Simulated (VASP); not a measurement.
# TeAs2 (I4_1/amd) in VASP: further runs

TeAs2 is run at these levels: r2SCAN; tasks: single point.

All numbers are computed with VASP 6.6.1; they aren't measurements. Logs are shortened: lines on timing, memory, paths and dates and some standing lists are left out, and cuts for length are marked.

### 1 The cell of the first run

It takes space group I4_1/amd (No. 141, tetragonal). Conventional cell: a = 7.132 Å, b = 7.132 Å, c = 5.740 Å, α = 90.00°, β = 90.00°, γ = 90.00°. Within 3.7 Å of Te (site symmetry -4m2) lie 4 As at 2.79 Å. Within 3.7 Å of As (site symmetry 2/m) lie 2 Te at 2.79 Å and 6 As at 2.90 to 3.57 Å.

### 2 Single point, r2SCAN

The input, POSCAR:

```
TeAs2
1.0
   -3.5659802876      3.5659802876      2.8698800967
    3.5659802876     -3.5659802876      2.8698800967
    3.5659802876      3.5659802876     -2.8698800967
Te As
2 4
Direct
    0.7500000000      0.2500000000      0.5000000000
    0.0000000000      0.0000000000      0.0000000000
    0.3750000000      0.6250000000      0.2500000000
    0.3750000000      0.1250000000      0.7500000000
    0.3750000000      0.6250000000      0.7500000000
    0.8750000000      0.6250000000      0.2500000000
```

The input, INCAR.step1:

```
SYSTEM = TeAs2
  PREC = Accurate
  ENCUT = 520
  ISMEAR = 0
  SIGMA = 0.1
  LREAL = .False.
  LASPH = .True.
  NELM = 100
  NBANDS = 25
  GGA = PE
  ALGO = Normal
  EDIFF = 1E-4
  LWAVE = .True.
  LCHARG = .False.
```

The input, INCAR.step2:

```
SYSTEM = TeAs2
  PREC = Accurate
  ENCUT = 520
  EDIFF = 1E-6
  ISMEAR = 0
  SIGMA = 0.1
  LREAL = .False.
  LASPH = .True.
  NELM = 100
  ALGO = Normal
  ISIF = 2
  LWAVE = .False.
  LCHARG = .False.
  METAGGA = R2SCAN
  LMIXTAU = .True.
  NBANDS = 25
  ISTART = 1
```

The input, KPOINTS:

```
Automatic mesh
0
Gamma
  8 8 8
  0 0 0
```

Potentials or basis: VASP PAW PBE potentials, release 64 (Te, As).

The run is started by

```
cat potpaw_PBE.64/Te/POTCAR potpaw_PBE.64/As/POTCAR > POTCAR
cp INCAR.step1 INCAR
mpirun -np 1 vasp_std > vasp.out
cp INCAR.step2 INCAR
mpirun -np 1 vasp_std > vasp.out
```

OUTCAR:

```text
SYSTEM = TeAs2
   PREC = Accurate
   ENCUT = 520
   EDIFF = 1E-6
   ISMEAR = 0
   LREAL = .False.
   LASPH = .True.
   NELM = 100
   ISIF = 2
   METAGGA = R2SCAN
   ISTART = 1

 ion  position               nearest neighbor table
   1  0.750  0.250  0.500-   5 2.79   4 2.79   6 2.79   3 2.79
   2  0.000  0.000  0.000-   3 2.79   4 2.79   6 2.79   5 2.79
   3  0.375  0.625  0.250-   1 2.79   2 2.79   6 2.90   5 2.90   5 2.90   6 2.90
   4  0.375  0.125  0.750-   1 2.79   2 2.79   5 2.90   6 2.90   5 2.90   6 2.90
   5  0.375  0.625  0.750-   2 2.79   1 2.79   4 2.90   3 2.90   4 2.90   3 2.90
   6  0.875  0.625  0.250-   1 2.79   2 2.79   3 2.90   4 2.90   3 2.90   4 2.90

  LATTYP: Found a body centered tetragonal cell.
 ALAT       =     7.1319605752
 C/A-ratio  =     0.8047941562

  Lattice vectors:

 A1 = (  -3.5659802876,   3.5659802876,   2.8698800967)
 A2 = (   3.5659802876,  -3.5659802876,   2.8698800967)
 A3 = (   3.5659802876,   3.5659802876,  -2.8698800967)

Analysis of symmetry for initial positions (statically):
=====================================================================
 Subroutine PRICEL returns:
 Original cell was already a primitive cell.

 Routine SETGRP: Setting up the symmetry group for a
 body centered tetragonal supercell.

 Subroutine GETGRP returns: Found 16 space group operations
 (whereof  8 operations were pure point group operations)
 out of a pool of 16 trial point group operations.

The static configuration has the point symmetry D_2d.
 The point group associated with its full space group is D_4h.

Analysis of symmetry for dynamics (positions and initial velocities):
=====================================================================
 Subroutine PRICEL returns:
 Original cell was already a primitive cell.

 Routine SETGRP: Setting up the symmetry group for a
 body centered tetragonal supercell.

 Subroutine GETGRP returns: Found 16 space group operations
 (whereof  8 operations were pure point group operations)
 out of a pool of 16 trial point group operations.

The dynamic configuration has the point symmetry D_2d.
 The point group associated with its full space group is D_4h.

 Subroutine INISYM returns: Found 16 space group operations
 (whereof  8 operations are pure point group operations),
 and found     1 'primitive' translations

----------------------------------------------------------------------------------------

                                     Primitive cell

  volume of cell :     145.9761

  direct lattice vectors                    reciprocal lattice vectors
    -3.565980288  3.565980288  2.869880097     0.000000000  0.140213899  0.174223307
     3.565980288 -3.565980288  2.869880097     0.140213899  0.000000000  0.174223307
     3.565980288  3.565980288 -2.869880097     0.140213899  0.140213899  0.000000000

  length of vectors
     5.802468664  5.802468664  5.802468664     0.223637425  0.223637425  0.198292398

  position of ions in fractional coordinates (direct lattice)
     0.750000000  0.250000000  0.500000000
     0.000000000  0.000000000  0.000000000
     0.375000000  0.625000000  0.250000000
     0.375000000  0.125000000  0.750000000
     0.375000000  0.625000000  0.750000000
     0.875000000  0.625000000  0.250000000

  ion indices of the primitive-cell ions
   primitive index   ion index
                 1           1
                 2           2
                 3           3
                 4           4
                 5           5
                 6           6

----------------------------------------------------------------------------------------

 KPOINTS: Automatic mesh

Automatic generation of k-mesh.
 Grid dimensions read from file:
 generate k-points for:    8    8    8

 Generating k-lattice:

  Cartesian coordinates                     Fractional coordinates (reciprocal lattice)
     0.000000000  0.017526737  0.021777913     0.125000000 -0.000000000  0.000000000
     0.017526737  0.000000000  0.021777913    -0.000000000  0.125000000  0.000000000
     0.017526737  0.017526737  0.000000000     0.000000000  0.000000000  0.125000000

  Length of vectors
     0.027954678  0.027954678  0.024786550

  Shift w.r.t. Gamma in fractional coordinates (k-lattice)
     0.000000000  0.000000000  0.000000000

 Subroutine IBZKPT returns following result:
 ===========================================

 Found     59 irreducible k-points:

 Following reciprocal coordinates:
            Coordinates               Weight
  0.000000  0.000000  0.000000      1.000000
  0.125000  0.000000  0.000000      8.000000
  0.250000  0.000000  0.000000      8.000000
  0.375000  0.000000  0.000000      8.000000
  0.500000  0.000000  0.000000      4.000000
  0.125000  0.125000  0.000000      8.000000
[... 16 lines left out ...]
  0.250000  0.125000  0.125000     16.000000
  0.375000  0.125000  0.125000      8.000000
 [... further k-points ...]
   k-points           NKPTS =     59   k-points in BZ     NKDIM =     59   number of bands    NBANDS=     25
   number of dos      NEDOS =    301   number of ions     NIONS =      6
   total plane-waves  NPLWV = 110592
   dimension x,y,z NGX =    48 NGY =   48 NGZ =   48
   dimension x,y,z NGXF=    96 NGYF=   96 NGZF=   96
   ions per type =               2   4
   NGX,Y,Z   is equivalent  to a cutoff of  13.75, 13.75, 13.75 a.u.
   NGXF,Y,Z  is equivalent  to a cutoff of  27.50, 27.50, 27.50 a.u.
 SYSTEM =  TeAs2
   PREC   = accura    normal or accurate (medium, high low for compatibility)
   ISTART =      1    job   : 0-new  1-cont  2-samecut
   ICHARG =      0    charge: 1-file 2-atom 10-const
   ISPIN  =      1    spin polarized calculation?
   LNONCOLLINEAR =      F non collinear calculations
   LSORBIT =      F    spin-orbit coupling
   LASPH  =      T    aspherical Exc in radial PAW
   ENCUT  =  520.0 eV  38.22 Ry    6.18 a.u.  10.79 10.79 10.79*2*pi/ulx,y,z
   NELM   =    100;   NELMIN=  2; NELMDL=  0     # of ELM steps
   EDIFF  = 0.1E-05   stopping-criterion for ELM
   LREAL  =      F    real-space projection
   EDIFFG = 0.1E-04   stopping-criterion for IOM
   NSW    =      0    number of steps for IOM
   IBRION =     -1    ionic relax: 0-MD 1-quasi-New 2-CG
   NFREE  =      0    steps in history (QN), initial steepest desc. (CG)
   ISIF   =      2    stress and relaxation
   ISYM   =      2    0-nonsym 1-usesym 2-fastsym
   POTIM  = 0.5000    time-step for ionic-motion
   TEBEG  =    0.0;   TEEND  =   0.0 temperature during run
   PSTRESS=    0.0 pullay stress
   NELECT =      32.0000    total number of electrons
   NUPDOWN=      -1.0000    fix difference up-down
   EMIN   =  10.00;   EMAX   =-10.00  energy-range for DOS
   EFERMI =   0.00;   METHOD = LEGACY
   ISMEAR =     0;   SIGMA  =   0.10  broadening in eV -4-tet -1-fermi 0-gaus
   EFERMI_NEDOS =   21; number of points for ismear=-14 and -15
   IALGO  =     38    algorithm
   IMIX   =      4    mixing-type and parameters
     AMIX     =   0.40;   BMIX     =  1.00
     AMIX_MAG =   1.60;   BMIX_MAG =  1.00
  volume/ion in A,a.u.               =      24.33       164.18
  Fermi-wavevector in a.u.,A,eV,Ry     =   0.987107  1.865362 13.257251  0.974380
  Thomas-Fermi vector in A             =   2.118537
   LORBIT       =      0    0 simple, 1 ext, 2 COOP (PROOUT), +10 PAW based schemes
   METAGGA = R2SCAN    functional components
   LHFCALC =     F    Hartree Fock is set to
   AEXX    =    0.0000 exact exchange contribution
   IVDW    =     0    specifies the selected vdW correction
   LEPSILON=     F    determine dielectric tensor
   LRPA    =     F    only Hartree local field effects (RPA)
 non-spin polarized calculation
 Gauss-broadening in eV      SIGMA  =   0.10
  energy-cutoff  :      520.00
  volume of cell :      145.98
 maximum number of plane-waves:      3953
 NGX is ok and might be reduce to    48
   NGX = 21   NGY = 21   NGZ = 21

 number of electron      32.0000001 magnetization

 Free energy of the ion-electron system (eV)
  ---------------------------------------------------
  ext. energy  EPLUGINS =         0.00000000
  ---------------------------------------------------
  free energy    TOTEN  =      -108.08698225 eV

  energy without entropy =     -108.06997898  energy(sigma->0) =     -108.07848062

 E-fermi :   5.7357     XC(G=0): -10.3681

 val. band max:        5.7206100154   @ k =  -0.3750   0.5000   0.3750
 cond. band min:       5.7401877395   @ k =  -0.2500  -0.2500   0.1250
 fundamental gap:      0.0195777240
 Fermi energy:         5.7357478408

 k-point     1 :       0.0000    0.0000    0.0000
  band No.  band energies     occupation
      1      -9.0732      2.00000
      2      -5.6954      2.00000
      3      -4.9914      2.00000
      4      -4.9914      2.00000
      5      -3.8717      2.00000
      6      -3.5325      2.00000
[... 17 lines left out ...]
     24      11.1145      0.00000
     25      11.6914      0.00000

 k-point     2 :       0.1250    0.0000    0.0000
  band No.  band energies     occupation
      1      -8.9642      2.00000
      2      -5.8914      2.00000
      3      -5.0229      2.00000
      4      -5.0011      2.00000
      5      -4.1526      2.00000
      6      -3.5012      2.00000
[... 17 lines left out ...]
     24      10.6807      0.00000
     25      12.0692      0.00000

 k-point     3 :       0.2500    0.0000    0.0000
  band No.  band energies     occupation
      1      -8.6401      2.00000
      2      -6.1831      2.00000
      3      -5.5641      2.00000
      4      -5.0956      2.00000
      5      -4.5562      2.00000
      6      -3.1182      2.00000
[... 552 lines left out ...]
 k-point    23 :       0.2500    0.1250    0.1250
  band No.  band energies     occupation
      1      -7.9617      2.00000
      2      -6.5806      2.00000
      3      -6.3496      2.00000
      4      -5.9176      2.00000
      5      -4.0197      2.00000
      6      -2.6677      2.00000
[... 17 lines left out ...]
     24      10.2497      0.00000
     25      11.8752      0.00000

 k-point    24 :       0.3750    0.1250    0.1250
  band No.  band energies     occupation
      1      -7.3422      2.00000
      2      -7.1588      2.00000
      3      -6.5360      2.00000
      4      -6.0804      2.00000
      5      -3.9784      2.00000
      6      -2.4663      2.00000
[... 17 lines left out ...]
     24      10.6616      0.00000
     25      11.6876      0.00000

 [... further k-points ...]

------------------------ aborting loop because EDIFF is reached ----------------------------------------

  FORCE on cell =-STRESS in cart. coord.  units (eV):
  Direction    XX          YY          ZZ          XY          YZ          ZX
  --------------------------------------------------------------------------------------
  -------------------------------------------------------------------------------------
  Total       -0.0478499     -0.0478499     -0.0399723      0.0000000      0.0000000      0.0000000
  in kB       -0.5251821     -0.5251821     -0.4387211      0.0000000      0.0000000      0.0000000
  external PRESSURE =      -0.4963618 kB  Pullay stress =       0.0000000 kB

 VOLUME and BASIS-vectors are now :
 -----------------------------------------------------------------------------
  energy-cutoff  :      520.00
  volume of cell :      145.98
      direct lattice vectors                 reciprocal lattice vectors
    -3.565980288  3.565980288  2.869880097     0.000000000  0.140213899  0.174223307
     3.565980288 -3.565980288  2.869880097     0.140213899  0.000000000  0.174223307
     3.565980288  3.565980288 -2.869880097     0.140213899  0.140213899  0.000000000

 POSITION                                       TOTAL-FORCE (eV/Angst)
 -----------------------------------------------------------------------------------
      0.00000      3.56598      1.43494        -0.000000     -0.000000      0.000000
      0.00000      0.00000      0.00000        -0.000000      0.000000     -0.000000
      1.78299     -0.00000      2.15241         0.000000     -0.000000      0.000000
      1.78299      3.56598     -0.71747         0.000000     -0.000000      0.000000
      3.56598      1.78299      0.71747         0.000000     -0.000000      0.000000
     -0.00000      1.78299      3.58735         0.000000     -0.000000      0.000000
 -----------------------------------------------------------------------------------
    total drift:                                0.000000     -0.000000      0.000000

  FREE ENERGIE OF THE ION-ELECTRON SYSTEM (eV)
  ---------------------------------------------------
  free  energy   TOTEN  =      -108.0869822532 eV

  energy  without entropy=     -108.0699789780  energy(sigma->0) =     -108.07848062
```

Wall time 8.3 min (1 thread of AMD EPYC 9R45 (Zen 5), shared host); peak memory 0.44 GiB.

Results:

```
Free energy            : -108.0870 eV
Pressure               : 0.0 GPa
Band gap on the k mesh : zero (band 16 reaches 6.13 eV, above the bottom of band 17 at 5.56 eV)
```

Levels at points of the mesh, in eV from the Fermi level:
```csv
k point,band 12,band 13,band 14,band 15,band 16,band 17,band 18,band 19,band 20,band 21
"(0.00, 0.00, 0.00)",-2.83,-2.83,-2.52,-2.52,-0.58,2.14,3.17,3.17,4.20,4.22
"(0.50, 0.00, 0.00)",-2.34,-1.58,-1.07,-0.48,-0.23,0.09,0.32,1.68,1.91,3.12
"(0.50, 0.50, 0.00)",-2.22,-1.20,-1.20,-1.07,-1.07,-0.17,-0.17,2.27,2.27,3.78
"(0.50, 0.50, 0.50)",-2.78,-0.85,-0.85,-0.12,-0.12,0.30,0.30,0.65,0.65,2.94
```

Caveat: the PAW data sets were made with another functional, which shifts forces and pressure a little; spin-orbit coupling is left out, which moves the levels of the heavy elements.

### 3 Single point, r2SCAN

This run uses another cell than the first one, of 24.80 Å³/atom, 1.019 times its volume.

Changes to POSCAR since step 2:

```diff
@@ -2,5 +2,5 @@
 1.0
-   -3.5659802876      3.5659802876      2.8698800967
-    3.5659802876     -3.5659802876      2.8698800967
-    3.5659802876      3.5659802876     -2.8698800967
+   -3.5564540000      3.5564540000      2.9405160000
+    3.5564540000     -3.5564540000      2.9405160000
+    3.5564540000      3.5564540000     -2.9405160000
 Te As
```

The input, INCAR.step1:

```
ALGO = Normal
EDIFF = 1E-4
ENCUT = 520
GGA = PE
ISMEAR = 0
LASPH = T
LCHARG = F
LREAL = F
LWAVE = T
NBANDS = 25
NELM = 100
PREC = Accurate
SIGMA = 0.1
```

The input, INCAR.step2:

```
ALGO = Normal
EDIFF = 1E-6
ENCUT = 520
ISIF = 2
ISMEAR = 0
ISTART = 1
LASPH = T
LCHARG = T
LELF = T
LMIXTAU = T
LREAL = F
LVHAR = T
LWAVE = F
METAGGA = R2SCAN
NBANDS = 25
NELM = 100
PREC = Accurate
SIGMA = 0.1
```

The input, KPOINTS:

```
k-points
0
Gamma
  4 4 4
```

Potentials or basis: VASP PAW PBE potentials, release 64 (Te, As).

The run is started by

```
cat potpaw_PBE.64/Te/POTCAR potpaw_PBE.64/As/POTCAR > POTCAR
cp INCAR.step1 INCAR
mpirun -np 1 vasp_std > vasp.out
cp INCAR.step2 INCAR
mpirun -np 1 vasp_std > vasp.out
```

It took 2.2 min on 1 thread of AMD EPYC 9R45 (Zen 5), shared host; peak memory 0.33 GiB.

Results (log left out):

| Item | Value |
| --- | --- |
| Free energy | -107.9354 eV |
| Pressure | -2.6 GPa |
| Band gap on the k mesh | zero (band 16 reaches 5.84 eV, above the bottom of band 17 at 5.34 eV) |

Stress tensor (GPa, compression positive):
```
-1.73  0.00  0.00
 0.00 -1.73  0.00
 0.00  0.00 -4.39
```

Levels at points of the mesh, in eV from the Fermi level:
| k point | band 13 | band 14 | band 15 | band 16 | band 17 | band 18 | band 19 | band 20 |
| --- | --- | --- | --- | --- | --- | --- | --- | --- |
| (0.00, 0.00, 0.00) | -2.84 | -2.24 | -2.24 | -0.58 | 1.89 | 3.16 | 3.16 | 4.25 |
| (0.50, 0.00, 0.00) | -1.57 | -0.88 | -0.31 | -0.26 | -0.01 | 0.22 | 1.56 | 1.76 |
| (0.50, 0.50, 0.00) | -1.06 | -1.06 | -1.03 | -1.03 | -0.13 | -0.13 | 2.21 | 2.21 |
| (0.50, 0.50, 0.50) | -0.72 | -0.72 | 0.12 | 0.12 | 0.39 | 0.39 | 0.77 | 0.77 |

Caveat: the PAW data sets were made with another functional, which shifts forces and pressure a little; spin-orbit coupling is left out, which moves the levels of the heavy elements.
